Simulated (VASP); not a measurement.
# CdS (wurtzite type) (P6_3mc) in VASP: further runs

The runs below take CdS (wurtzite type) through single point, with PBE.

Program: VASP 6.6.1. These are calculated values, not measurements. Logs are shortened: lines on timing, memory, paths and dates and some standing lists are left out, and cuts for length are marked.

### 1 The cell of the first run

The structure is hexagonal, space group P6_3mc (No. 186). Conventional cell: a = 3.991 Å, b = 3.991 Å, c = 6.516 Å, α = 90.00°, β = 90.00°, γ = 120.00°. Within 3.2 Å of Cd (site symmetry 3m) lie 4 S at 2.44 to 2.45 Å. Within 3.2 Å of S (site symmetry 3m) lie 4 Cd at 2.44 to 2.45 Å.

### 2 Single point, PBE

Input file INCAR:

```
PREC = Accurate ; ENCUT = 520
EDIFF = 1E-7 ; ISMEAR = -1
SIGMA = 0.05 ; LREAL = False
LASPH = True ; NELM = 100
ALGO = Normal ; ISIF = 2
LWAVE = False ; LCHARG = False
GGA = PE ; NBANDS = 26
```

Input file KPOINTS:

```
Automatic mesh
0
Gamma
  9 9 5
```

Input file POSCAR:

```
CdS
1.0
    3.9905862053      0.0000000000      0.0000000000
   -1.9952931027      3.4559490298      0.0000000000
    0.0000000000      0.0000000000      6.5158281987
Cd S
2 2
Direct
    0.3333333333      0.6666666667      0.0003114869
    0.6666666667      0.3333333333      0.5003114869
    0.3333333333      0.6666666667      0.3756885131
    0.6666666667      0.3333333333      0.8756885131
```

Potentials or basis: VASP PAW PBE potentials, release 64 (Cd, S).

Started as:

```bash
> cat potpaw_PBE.64/Cd/POTCAR potpaw_PBE.64/S/POTCAR > POTCAR
> mpirun -np 1 vasp_std > vasp.out
```

OUTCAR:

```text
PREC = Accurate
   ENCUT = 520
   EDIFF = 1E-7
   ISMEAR = -1
   LREAL = False
   LASPH = True
   NELM = 100
   ISIF = 2
   GGA = PE

 ion  position               nearest neighbor table
   1  0.333  0.667  0.000-   4 2.44   4 2.44   4 2.44   3 2.45
   2  0.667  0.333  0.500-   3 2.44   3 2.44   3 2.44   4 2.45
   3  0.333  0.667  0.376-   2 2.44   2 2.44   2 2.44   1 2.45
   4  0.667  0.333  0.876-   1 2.44   1 2.44   1 2.44   2 2.45

  LATTYP: Found a hexagonal cell.
 ALAT       =     3.9905862053
 C/A-ratio  =     1.6327997601

  Lattice vectors:

 A1 = (   3.9905862053,   0.0000000000,   0.0000000000)
 A2 = (  -1.9952931027,   3.4559490298,   0.0000000000)
 A3 = (   0.0000000000,   0.0000000000,   6.5158281987)

Analysis of symmetry for initial positions (statically):
=====================================================================
 Subroutine PRICEL returns:
 Original cell was already a primitive cell.

 Routine SETGRP: Setting up the symmetry group for a
 hexagonal supercell.

 Subroutine GETGRP returns: Found 12 space group operations
 (whereof  6 operations were pure point group operations)
 out of a pool of 24 trial point group operations.

The static configuration has the point symmetry C_3v.
 The point group associated with its full space group is C_6v.

Analysis of symmetry for dynamics (positions and initial velocities):
=====================================================================
 Subroutine PRICEL returns:
 Original cell was already a primitive cell.

 Routine SETGRP: Setting up the symmetry group for a
 hexagonal supercell.

 Subroutine GETGRP returns: Found 12 space group operations
 (whereof  6 operations were pure point group operations)
 out of a pool of 24 trial point group operations.

The dynamic configuration has the point symmetry C_3v.
 The point group associated with its full space group is C_6v.

 Subroutine INISYM returns: Found 12 space group operations
 (whereof  6 operations are pure point group operations),
 and found     1 'primitive' translations

----------------------------------------------------------------------------------------

                                     Primitive cell

  volume of cell :      89.8615

  direct lattice vectors                    reciprocal lattice vectors
     3.990586205  0.000000000  0.000000000     0.250589750  0.144678060  0.000000000
    -1.995293103  3.455949030  0.000000000     0.000000000  0.289356119  0.000000000
     0.000000000  0.000000000  6.515828199     0.000000000  0.000000000  0.153472432

  length of vectors
     3.990586205  3.990586205  6.515828199     0.289356119  0.289356119  0.153472432

  position of ions in fractional coordinates (direct lattice)
     0.333333333  0.666666667  0.000311487
     0.666666667  0.333333333  0.500311487
     0.333333333  0.666666667  0.375688513
     0.666666667  0.333333333  0.875688513

  ion indices of the primitive-cell ions
   primitive index   ion index
                 1           1
                 2           2
                 3           3
                 4           4

----------------------------------------------------------------------------------------

 KPOINTS: Automatic mesh

Automatic generation of k-mesh.
 Grid dimensions read from file:
 generate k-points for:    9    9    5

 Generating k-lattice:

  Cartesian coordinates                     Fractional coordinates (reciprocal lattice)
     0.027843306  0.016075340  0.000000000     0.111111111  0.000000000  0.000000000
     0.000000000  0.032150680  0.000000000     0.000000000  0.111111111  0.000000000
     0.000000000  0.000000000  0.030694486     0.000000000  0.000000000  0.200000000

  Length of vectors
     0.032150680  0.032150680  0.030694486

  Shift w.r.t. Gamma in fractional coordinates (k-lattice)
     0.000000000  0.000000000  0.000000000

 Subroutine IBZKPT returns following result:
 ===========================================

 Found     36 irreducible k-points:

 Following reciprocal coordinates:
            Coordinates               Weight
  0.000000  0.000000  0.000000      1.000000
  0.111111  0.000000  0.000000      6.000000
  0.222222  0.000000  0.000000      6.000000
  0.333333  0.000000  0.000000      6.000000
  0.444444  0.000000  0.000000      6.000000
  0.111111  0.111111  0.000000      6.000000
[... 16 lines left out ...]
  0.333333  0.222222  0.200000     24.000000
  0.333333  0.333333  0.200000      4.000000
 [... further k-points ...]
   k-points           NKPTS =     36   k-points in BZ     NKDIM =     36   number of bands    NBANDS=     26
   number of dos      NEDOS =    301   number of ions     NIONS =      4
   total plane-waves  NPLWV =  43200
   dimension x,y,z NGX =    30 NGY =   30 NGZ =   48
   dimension x,y,z NGXF=    60 NGYF=   60 NGZF=   96
   ions per type =               2   2
   NGX,Y,Z   is equivalent  to a cutoff of  12.50, 12.50, 12.25 a.u.
   NGXF,Y,Z  is equivalent  to a cutoff of  25.00, 25.00, 24.49 a.u.
 SYSTEM =  unknown system
   PREC   = accura    normal or accurate (medium, high low for compatibility)
   ISTART =      0    job   : 0-new  1-cont  2-samecut
   ICHARG =      2    charge: 1-file 2-atom 10-const
   ISPIN  =      1    spin polarized calculation?
   LNONCOLLINEAR =      F non collinear calculations
   LSORBIT =      F    spin-orbit coupling
   LASPH  =      T    aspherical Exc in radial PAW
   ENCUT  =  520.0 eV  38.22 Ry    6.18 a.u.   7.42  7.42 12.12*2*pi/ulx,y,z
   NELM   =    100;   NELMIN=  2; NELMDL= -5     # of ELM steps
   EDIFF  = 0.1E-06   stopping-criterion for ELM
   LREAL  =      F    real-space projection
   EDIFFG = 0.1E-05   stopping-criterion for IOM
   NSW    =      0    number of steps for IOM
   IBRION =     -1    ionic relax: 0-MD 1-quasi-New 2-CG
   NFREE  =      0    steps in history (QN), initial steepest desc. (CG)
   ISIF   =      2    stress and relaxation
   ISYM   =      2    0-nonsym 1-usesym 2-fastsym
   POTIM  = 0.5000    time-step for ionic-motion
   TEBEG  =    0.0;   TEEND  =   0.0 temperature during run
   PSTRESS=    0.0 pullay stress
   NELECT =      36.0000    total number of electrons
   NUPDOWN=      -1.0000    fix difference up-down
   EMIN   =  10.00;   EMAX   =-10.00  energy-range for DOS
   EFERMI =   0.00;   METHOD = LEGACY
   ISMEAR =    -1;   SIGMA  =   0.05  broadening in eV -4-tet -1-fermi 0-gaus
   EFERMI_NEDOS =   21; number of points for ismear=-14 and -15
   IALGO  =     38    algorithm
   IMIX   =      4    mixing-type and parameters
     AMIX     =   0.40;   BMIX     =  1.00
     AMIX_MAG =   1.60;   BMIX_MAG =  1.00
  volume/ion in A,a.u.               =      22.47       151.60
  Fermi-wavevector in a.u.,A,eV,Ry     =   1.206844  2.280604 19.816509  1.456472
  Thomas-Fermi vector in A             =   2.342499
   LORBIT       =      0    0 simple, 1 ext, 2 COOP (PROOUT), +10 PAW based schemes
   GGA     = PE    functional components
   LHFCALC =     F    Hartree Fock is set to
   AEXX    =    0.0000 exact exchange contribution
   IVDW    =     0    specifies the selected vdW correction
   LEPSILON=     F    determine dielectric tensor
   LRPA    =     F    only Hartree local field effects (RPA)
 non-spin polarized calculation
  energy-cutoff  :      520.00
  volume of cell :       89.86
 maximum number of plane-waves:      2448
 NGX is ok and might be reduce to    30
   NGX = 15   NGY = 15   NGZ = 25

 number of electron      35.9999990 magnetization

 Free energy of the ion-electron system (eV)
  ---------------------------------------------------
  ext. energy  EPLUGINS =         0.00000000
  ---------------------------------------------------
  free energy    TOTEN  =       -11.83333005 eV

  energy without entropy =      -11.83333004  energy(sigma->0) =      -11.83333005

 E-fermi :   2.9873     XC(G=0):  -9.6183

 val. band max:        2.2294500024   @ k =   0.0000   0.0000   0.0000
 cond. band min:       3.6766589500   @ k =   0.0000   0.0000   0.0000
 fundamental gap:      1.4472089477
 Fermi energy:         2.9873211060

 k-point     1 :       0.0000    0.0000    0.0000
  band No.  band energies     occupation
      1     -10.8172      2.00000
      2     -10.2858      2.00000
      3      -5.9118      2.00000
      4      -5.8960      2.00000
      5      -5.8960      2.00000
      6      -5.7863      2.00000
[... 18 lines left out ...]
     25       9.8780      0.00000
     26      10.2665      0.00000

 k-point     2 :       0.1111    0.0000    0.0000
  band No.  band energies     occupation
      1     -10.7628      2.00000
      2     -10.2617      2.00000
      3      -5.8939      2.00000
      4      -5.8727      2.00000
      5      -5.8623      2.00000
      6      -5.7616      2.00000
[... 18 lines left out ...]
     25      10.0849      0.00000
     26      10.1818      0.00000

 k-point     3 :       0.2222    0.0000    0.0000
  band No.  band energies     occupation
      1     -10.6202      2.00000
      2     -10.2046      2.00000
      3      -5.8442      2.00000
      4      -5.8202      2.00000
      5      -5.7651      2.00000
      6      -5.6754      2.00000
[... 18 lines left out ...]
     25      10.1833      0.00000
     26      10.8566      0.00000

 k-point     4 :       0.3333    0.0000    0.0000
  band No.  band energies     occupation
      1     -10.4457      2.00000
      2     -10.1508      2.00000
      3      -5.8034      2.00000
      4      -5.7752      2.00000
      5      -5.6405      2.00000
      6      -5.5707      2.00000
[... 18 lines left out ...]
     25      10.6071      0.00000
     26      11.4347      0.00000

 k-point     5 :       0.4444    0.0000    0.0000
  band No.  band energies     occupation
      1     -10.3164      2.00000
      2     -10.1309      2.00000
      3      -5.7887      2.00000
      4      -5.7558      2.00000
      5      -5.5490      2.00000
      6      -5.5096      2.00000
[... 18 lines left out ...]
     25      10.7557      0.00000
     26      12.6895      0.00000

 k-point     6 :       0.1111    0.1111    0.0000
  band No.  band energies     occupation
      1     -10.6643      2.00000
      2     -10.2212      2.00000
      3      -5.8548      2.00000
      4      -5.8389      2.00000
      5      -5.7943      2.00000
      6      -5.7182      2.00000
[... 427 lines left out ...]
 k-point    21 :       0.4444    0.1111    0.2000
  band No.  band energies     occupation
      1     -10.2586      2.00000
      2     -10.1405      2.00000
      3      -5.7760      2.00000
      4      -5.7325      2.00000
      5      -5.5814      2.00000
      6      -5.5234      2.00000
[... 18 lines left out ...]
     25      10.7200      0.00000
     26      12.3614      0.00000

 k-point    22 :       0.2222    0.2222    0.2000
  band No.  band energies     occupation
      1     -10.3364      2.00000
      2     -10.1524      2.00000
      3      -5.7814      2.00000
      4      -5.7300      2.00000
      5      -5.6043      2.00000
      6      -5.5760      2.00000
[... 18 lines left out ...]
     25      10.3285      0.00000
     26      11.5522      0.00000

 k-point    23 :       0.3333    0.2222    0.2000
  band No.  band energies     occupation
      1     -10.2339      2.00000
      2     -10.1421      2.00000
      3      -5.7849      2.00000
      4      -5.6857      2.00000
      5      -5.5818      2.00000
      6      -5.5230      2.00000
[... 18 lines left out ...]
     25      11.0412      0.00000
     26      11.9012      0.00000

 k-point    24 :       0.3333    0.3333    0.2000
  band No.  band energies     occupation
      1     -10.1690      2.00000
      2     -10.1690      2.00000
      3      -5.7936      2.00000
      4      -5.6153      2.00000
      5      -5.6153      2.00000
      6      -5.5087      2.00000
[... 18 lines left out ...]
     25      11.6953      0.00000
     26      12.0251      0.00000

 [... further k-points ...]

------------------------ aborting loop because EDIFF is reached ----------------------------------------

  FORCE on cell =-STRESS in cart. coord.  units (eV):
  Direction    XX          YY          ZZ          XY          YZ          ZX
  --------------------------------------------------------------------------------------
  -------------------------------------------------------------------------------------
  Total        6.4798770      6.4798770      6.4818631     -0.0000000     -0.0000000      0.0000000
  in kB      115.5323723    115.5323723    115.5677845     -0.0000000     -0.0000000      0.0000000
  external PRESSURE =     115.5441764 kB  Pullay stress =       0.0000000 kB

 VOLUME and BASIS-vectors are now :
 -----------------------------------------------------------------------------
  energy-cutoff  :      520.00
  volume of cell :       89.86
      direct lattice vectors                 reciprocal lattice vectors
     3.990586205  0.000000000  0.000000000     0.250589750  0.144678060  0.000000000
    -1.995293103  3.455949030  0.000000000     0.000000000  0.289356119  0.000000000
     0.000000000  0.000000000  6.515828199     0.000000000  0.000000000  0.153472432

 POSITION                                       TOTAL-FORCE (eV/Angst)
 -----------------------------------------------------------------------------------
     -0.00000      2.30397      0.00203        -0.000000      0.000000      0.004138
      1.99529      1.15198      3.25994         0.000000     -0.000000      0.004138
     -0.00000      2.30397      2.44792         0.000000      0.000000     -0.004138
      1.99529      1.15198      5.70584        -0.000000     -0.000000     -0.004138
 -----------------------------------------------------------------------------------
    total drift:                               -0.000000     -0.000000     -0.000269

  FREE ENERGIE OF THE ION-ELECTRON SYSTEM (eV)
  ---------------------------------------------------
  free  energy   TOTEN  =       -11.8333300521 eV

  energy  without entropy=      -11.8333300440  energy(sigma->0) =      -11.83333005
```

It took 2.1 min on 1 thread of Intel Xeon 8259CL, shared host; peak memory 0.23 GiB.

What came out:

```
Free energy            : -11.8333 eV
Pressure               : 11.6 GPa
Largest force          : 0.004 eV/Å
Band gap on the k mesh : 1.45 eV
```

Forces in eV/Å, atoms in the order of the input:
```
Cd   0.000  0.000  0.004
Cd   0.000  0.000  0.004
S    0.000  0.000 -0.004
S    0.000  0.000 -0.004
```

Caveat: the cell stands under pressure.

[end of part 1 of 2]
